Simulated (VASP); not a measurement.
# O (C2/m) in VASP: single point with PBE+D3(BJ)

Aim: the single point of O with PBE+D3(BJ).

Everything below comes from runs of VASP 6.6.1. Logs are shortened: lines on timing, memory, paths and dates and some standing lists are left out, and cuts for length are marked.

## 1. The cell of the first run

It takes space group C2/m (No. 12, monoclinic). The conventional cell has a = 5.740 Å, b = 3.524 Å, c = 4.261 Å, α = 90.00°, β = 117.25°, γ = 90.00°. Within 1.6 Å of O (site symmetry m) lie 1 O at 1.22 Å.

## 2. Single point, PBE+D3(BJ), collinear spin, ferromagnetic start

File INCAR:

```
PREC     = Accurate       # precision mode
ENCUT    = 520            # plane-wave cutoff, eV
EDIFF    = 1E-7           # SCF threshold, eV
ISMEAR   = 0              # smearing method
SIGMA    = 0.1            # smearing width, eV
LREAL    = F              # projectors in reciprocal space
LASPH    = T              # aspherical terms in the spheres
NELM     = 150            # most SCF steps
ALGO     = Normal         # electronic algorithm
ISIF     = 2              # what is computed and relaxed
LWAVE    = F              # write WAVECAR
LCHARG   = F              # write CHGCAR
ISPIN    = 2              # spin polarisation
MAGMOM   = 0.56 0.56      # initial moments
LORBIT   = 11             # projections on sites
GGA      = PE             # functional
IVDW     = 12             # dispersion correction
NBANDS   = 17             # bands
```

File KPOINTS:

```
regular mesh
0
Gamma
  8 8 6
```

File POSCAR:

```
O
1.0
    2.8695163480     -1.7620245913      0.0503960090
    2.8695163480      1.7620245913      0.0503960090
   -2.0172819511      0.0000000000      3.7534861205
O
2
Direct
    0.0901149364      0.0901149364      0.1492761382
    0.9098850636      0.9098850636      0.8507238618
```

Potentials or basis: VASP PAW PBE potentials, release 64 (O).

Command:

```
cat potpaw_PBE.64/O/POTCAR > POTCAR
mpirun -np 1 vasp_std > vasp.out
```

OUTCAR:

```text
PREC = Accurate
   ENCUT = 520
   EDIFF = 1E-7
   ISMEAR = 0
   LREAL = F
   LASPH = T
   NELM = 150
   ISIF = 2
   ISPIN = 2
   LORBIT = 11
   GGA = PE
   IVDW = 12
 IVDW          = 12

 ion  position               nearest neighbor table
   1  0.090  0.090  0.149-   2 1.22
   2  0.910  0.910  0.851-   1 1.22

  LATTYP: Found a base centered monoclinic cell.
 ALAT       =     5.7399177099
 B/A-ratio  =     0.6139546524
 C/A-ratio  =     0.7423852773
 COS(beta)  =    -0.4578631353

  Lattice vectors:

 A1 = (   2.8695163480,  -1.7620245913,   0.0503960090)
 A2 = (   2.8695163480,   1.7620245913,   0.0503960090)
 A3 = (  -2.0172819511,   0.0000000000,   3.7534861205)

Analysis of symmetry for initial positions (statically):
=====================================================================
 Subroutine PRICEL returns:
 Original cell was already a primitive cell.

 Routine SETGRP: Setting up the symmetry group for a
 base centered monoclinic supercell.

 Subroutine GETGRP returns: Found  4 space group operations
 (whereof  4 operations were pure point group operations)
 out of a pool of  4 trial point group operations.

The static configuration has the point symmetry C_2h.

Analysis of symmetry for dynamics (positions and initial velocities):
=====================================================================
 Subroutine PRICEL returns:
 Original cell was already a primitive cell.

 Routine SETGRP: Setting up the symmetry group for a
 base centered monoclinic supercell.

 Subroutine GETGRP returns: Found  4 space group operations
 (whereof  4 operations were pure point group operations)
 out of a pool of  4 trial point group operations.

The dynamic configuration has the point symmetry C_2h.

Analysis of structural, dynamic, and magnetic symmetry:
=====================================================================
 Subroutine PRICEL returns:
 Original cell was already a primitive cell.

 Routine SETGRP: Setting up the symmetry group for a
 base centered monoclinic supercell.

 Subroutine GETGRP returns: Found  4 space group operations
 (whereof  4 operations were pure point group operations)
 out of a pool of  4 trial point group operations.

The overall configuration has the point symmetry C_2h.

 Subroutine INISYM returns: Found  4 space group operations
 (whereof  4 operations are pure point group operations),
 and found     1 'primitive' translations

----------------------------------------------------------------------------------------

                                     Primitive cell

  volume of cell :      38.3147

  direct lattice vectors                    reciprocal lattice vectors
     2.869516348 -1.762024591  0.050396009     0.172616094 -0.283764485  0.092771178
     2.869516348  1.762024591  0.050396009     0.172616094  0.283764485  0.092771178
    -2.017281951  0.000000000  3.753486120    -0.004635244  0.000000000  0.263927819

  length of vectors
     3.367698693  3.367698693  4.261230401     0.344855173  0.344855173  0.263968519

  position of ions in fractional coordinates (direct lattice)
     0.090114936  0.090114936  0.149276138
     0.909885064  0.909885064  0.850723862

  ion indices of the primitive-cell ions
   primitive index   ion index
                 1           1
                 2           2

----------------------------------------------------------------------------------------

 KPOINTS: regular mesh

Automatic generation of k-mesh.
 Grid dimensions read from file:
 generate k-points for:    8    8    6

 Generating k-lattice:

  Cartesian coordinates                     Fractional coordinates (reciprocal lattice)
     0.021577012 -0.035470561  0.011596397     0.125000000 -0.000000000  0.000000000
     0.021577012  0.035470561  0.011596397    -0.000000000  0.125000000  0.000000000
    -0.000772541  0.000000000  0.043987970     0.000000000  0.000000000  0.166666667

  Length of vectors
     0.043106897  0.043106897  0.043994753

  Shift w.r.t. Gamma in fractional coordinates (k-lattice)
     0.000000000  0.000000000  0.000000000

 Subroutine IBZKPT returns following result:
 ===========================================

 Found    114 irreducible k-points:

 Following reciprocal coordinates:
            Coordinates               Weight
  0.000000  0.000000  0.000000      1.000000
  0.125000 -0.000000  0.000000      4.000000
  0.250000 -0.000000  0.000000      4.000000
  0.375000 -0.000000  0.000000      4.000000
  0.500000 -0.000000  0.000000      2.000000
  0.125000  0.125000  0.000000      2.000000
[... 16 lines left out ...]
  0.125000 -0.000000  0.166667      4.000000
  0.250000 -0.000000  0.166667      4.000000
 [... further k-points ...]
   k-points           NKPTS =    114   k-points in BZ     NKDIM =    114   number of bands    NBANDS=     17
   number of dos      NEDOS =    301   number of ions     NIONS =      2
   total plane-waves  NPLWV =  25088
   dimension x,y,z NGX =    28 NGY =   28 NGZ =   32
   dimension x,y,z NGXF=    56 NGYF=   56 NGZF=   64
   ions per type =               2
   NGX,Y,Z   is equivalent  to a cutoff of  13.82, 13.82, 12.48 a.u.
   NGXF,Y,Z  is equivalent  to a cutoff of  27.64, 27.64, 24.97 a.u.
 SYSTEM =  unknown system
   PREC   = accura    normal or accurate (medium, high low for compatibility)
   ISTART =      0    job   : 0-new  1-cont  2-samecut
   ICHARG =      2    charge: 1-file 2-atom 10-const
   ISPIN  =      2    spin polarized calculation?
   LNONCOLLINEAR =      F non collinear calculations
   LSORBIT =      F    spin-orbit coupling
   LASPH  =      T    aspherical Exc in radial PAW
   ENCUT  =  520.0 eV  38.22 Ry    6.18 a.u.   6.26  6.26  7.92*2*pi/ulx,y,z
   NELM   =    150;   NELMIN=  2; NELMDL= -5     # of ELM steps
   EDIFF  = 0.1E-06   stopping-criterion for ELM
   LREAL  =      F    real-space projection
   EDIFFG = 0.1E-05   stopping-criterion for IOM
   NSW    =      0    number of steps for IOM
   IBRION =     -1    ionic relax: 0-MD 1-quasi-New 2-CG
   NFREE  =      0    steps in history (QN), initial steepest desc. (CG)
   ISIF   =      2    stress and relaxation
   ISYM   =      2    0-nonsym 1-usesym 2-fastsym
   POTIM  = 0.5000    time-step for ionic-motion
   TEBEG  =    0.0;   TEEND  =   0.0 temperature during run
   PSTRESS=    0.0 pullay stress
   NELECT =      12.0000    total number of electrons
   NUPDOWN=      -1.0000    fix difference up-down
   EMIN   =  10.00;   EMAX   =-10.00  energy-range for DOS
   EFERMI =   0.00;   METHOD = LEGACY
   ISMEAR =     0;   SIGMA  =   0.10  broadening in eV -4-tet -1-fermi 0-gaus
   EFERMI_NEDOS =   21; number of points for ismear=-14 and -15
   IALGO  =     38    algorithm
   IMIX   =      4    mixing-type and parameters
     AMIX     =   0.40;   BMIX     =  1.00
     AMIX_MAG =   1.60;   BMIX_MAG =  1.00
  volume/ion in A,a.u.               =      19.16       129.28
  Fermi-wavevector in a.u.,A,eV,Ry     =   1.111766  2.100933 16.817125  1.236024
  Thomas-Fermi vector in A             =   2.248333
   LORBIT       =     11    0 simple, 1 ext, 2 COOP (PROOUT), +10 PAW based schemes
   GGA     = PE    functional components
   LHFCALC =     F    Hartree Fock is set to
   AEXX    =    0.0000 exact exchange contribution
   IVDW    =    12    specifies the selected vdW correction
   LEPSILON=     F    determine dielectric tensor
   LRPA    =     F    only Hartree local field effects (RPA)
 spin polarized calculation
 Gauss-broadening in eV      SIGMA  =   0.10
  energy-cutoff  :      520.00
  volume of cell :       38.31
 maximum number of plane-waves:      1056
 NGX is ok and might be reduce to    28
   NGX = 13   NGY = 13   NGZ = 15

 number of electron      11.9999997 magnetization       1.9999874

 Free energy of the ion-electron system (eV)
  ---------------------------------------------------
  ext. energy  EPLUGINS =         0.00000000
  ---------------------------------------------------
  free energy    TOTEN  =        -9.87808617 eV

  energy without entropy =       -9.87808617  energy(sigma->0) =       -9.87808617

 E-fermi :  -2.4238     XC(G=0):  -6.9505

 val. band max:       -2.8460644052   @ k =   0.0000   0.0000   0.5000
 cond. band min:      -1.2929430884   @ k =   0.5000   0.5000   0.0000
 fundamental gap:      1.5531213168
 Fermi energy:        -2.4238030172

 spin component 1

 k-point     1 :       0.0000    0.0000    0.0000
  band No.  band energies     occupation
      1     -29.1610      1.00000
      2     -16.6974      1.00000
      3     -10.1674      1.00000
      4      -9.3567      1.00000
      5      -9.3175      1.00000
      6      -3.1106      1.00000
[... 9 lines left out ...]
     16      19.8305      0.00000
     17      20.0888      0.00000
[... 441 lines left out ...]
 k-point    24 :       0.2500   -0.0000    0.1667
  band No.  band energies     occupation
      1     -29.1181      1.00000
      2     -16.8276      1.00000
      3      -9.8386      1.00000
      4      -9.6009      1.00000
      5      -9.4065      1.00000
      6      -3.2040      1.00000
[... 9 lines left out ...]
     16      19.4409      0.00000
     17      21.9810      0.00000

 [... further k-points ...]

 spin component 2

 k-point     1 :       0.0000    0.0000    0.0000
  band No.  band energies     occupation
      1     -27.9602      1.00000
      2     -14.8808      1.00000
      3      -9.3256      1.00000
      4      -7.4145      1.00000
      5      -7.3722      1.00000
      6      -0.7847      0.00000
[... 9 lines left out ...]
     16      20.1255      0.00000
     17      20.4689      0.00000
[... 441 lines left out ...]
 k-point    24 :       0.2500   -0.0000    0.1667
  band No.  band energies     occupation
      1     -27.9154      1.00000
      2     -15.0433      1.00000
      3      -8.8186      1.00000
      4      -7.8657      1.00000
      5      -7.4811      1.00000
      6      -0.9296      0.00000
[... 9 lines left out ...]
     16      19.9427      0.00000
     17      22.3940      0.00000

 [... further k-points ...]

------------------------ aborting loop because EDIFF is reached ----------------------------------------

 Edisp (eV)   -0.08086

 E8    (eV) :    -0.0191

  FORCE on cell =-STRESS in cart. coord.  units (eV):
  Direction    XX          YY          ZZ          XY          YZ          ZX
  --------------------------------------------------------------------------------------
  -------------------------------------------------------------------------------------
  Total       0.21495     0.00666     1.15673     0.00000     0.00000     0.46788
  in kB       8.98839     0.27831    48.37027     0.00000     0.00000    19.56503
  external pressure =       19.21 kB  Pullay stress =        0.00 kB

 VOLUME and BASIS-vectors are now :
 -----------------------------------------------------------------------------
  energy-cutoff  :      520.00
  volume of cell :       38.31
      direct lattice vectors                 reciprocal lattice vectors
     2.869516348 -1.762024591  0.050396009     0.172616094 -0.283764485  0.092771178
     2.869516348  1.762024591  0.050396009     0.172616094  0.283764485  0.092771178
    -2.017281951  0.000000000  3.753486120    -0.004635244  0.000000000  0.263927819

 POSITION                                       TOTAL-FORCE (eV/Angst)
 -----------------------------------------------------------------------------------
      0.21604      0.00000      0.56939         0.402492      0.000000      1.062883
      3.50571      0.00000      3.28489        -0.402492      0.000000     -1.062883
 -----------------------------------------------------------------------------------
    total drift:                               -0.000000      0.000000      0.000000

  FREE ENERGIE OF THE ION-ELECTRON SYSTEM (eV)
  ---------------------------------------------------
  free  energy   TOTEN  =        -9.9589449321 eV

  energy  without entropy=       -9.9589449321  energy(sigma->0) =       -9.95894493

 total charge

# of ion       s       p       d       tot
------------------------------------------
    1        1.612   3.300   0.000   4.912
    2        1.612   3.300   0.000   4.912
--------------------------------------------------
tot          3.224   6.599   0.000   9.824

 magnetization (x)

# of ion       s       p       d       tot
------------------------------------------
    1        0.010   0.798   0.000   0.809
    2        0.010   0.798   0.000   0.809
--------------------------------------------------
tot          0.021   1.597   0.000   1.618
```

Run time: 77 s. Hardware: 1 thread of Intel Xeon Platinum 8488C (Sapphire Rapids), shared host; peak memory 0.25 GiB.

What came out:

* Free energy: -9.9589 eV
* Pressure: 1.9 GPa
* Largest force: 1.137 eV/Å
* Band gap on the k mesh: 1.55 eV, indirect (least direct gap 1.56 eV)
* Net moment: 2.00 μB per cell
* Site moments: O +0.81 μB
* Valence electrons inside the program's atomic spheres: O 4.91
* Dispersion energy per atom: -0.040 eV

Forces in eV/Å, atoms in the order of the input:
```
O    0.402  0.000  1.063
O   -0.402  0.000 -1.063
```

Levels at points of the mesh, in eV from the valence-band top:
Spin up:
```
           k point  band 5  band 6  band 7  band 8  band 9  band 10
(0.00, 0.00, 0.00)   -6.47   -0.26   -0.20    6.75   10.78    14.01
(0.50, 0.00, 0.00)   -6.61   -0.52   -0.25    8.65   10.85    11.83
(0.50, 0.50, 0.00)   -6.55   -0.60   -0.01    8.83   10.40    12.11
(0.00, 0.00, 0.50)   -6.53   -0.21    0.00    6.99    8.39    12.19
(0.50, 0.00, 0.50)   -6.62   -0.47   -0.18    9.46   11.03    11.54
(0.50, 0.50, 0.50)   -6.73   -0.26   -0.20    9.68   10.83    11.06
```
Spin down:
```csv
k point,band 2,band 3,band 4,band 5,band 6,band 7,band 8,band 9
"(0.00, 0.00, 0.00)",-12.03,-6.48,-4.57,-4.53,2.06,2.16,7.16,11.87
"(0.50, 0.00, 0.00)",-12.12,-5.93,-5.44,-4.69,1.70,2.09,9.37,11.34
"(0.50, 0.50, 0.00)",-12.28,-5.61,-5.35,-4.93,1.55,2.40,9.71,10.78
"(0.00, 0.00, 0.50)",-12.39,-5.74,-4.65,-4.60,2.11,2.41,7.64,8.76
"(0.50, 0.00, 0.50)",-12.14,-5.89,-5.52,-4.71,1.77,2.16,10.32,11.44
"(0.50, 0.50, 0.50)",-12.04,-6.12,-5.55,-4.82,2.06,2.14,10.31,11.19
```

Caveat: the standard files for N, O and F lose accuracy on very short bonds; forces of over 1 eV/Å act on the atoms, so gaps and moduli don't describe the material at rest. A k mesh can miss the band edges.
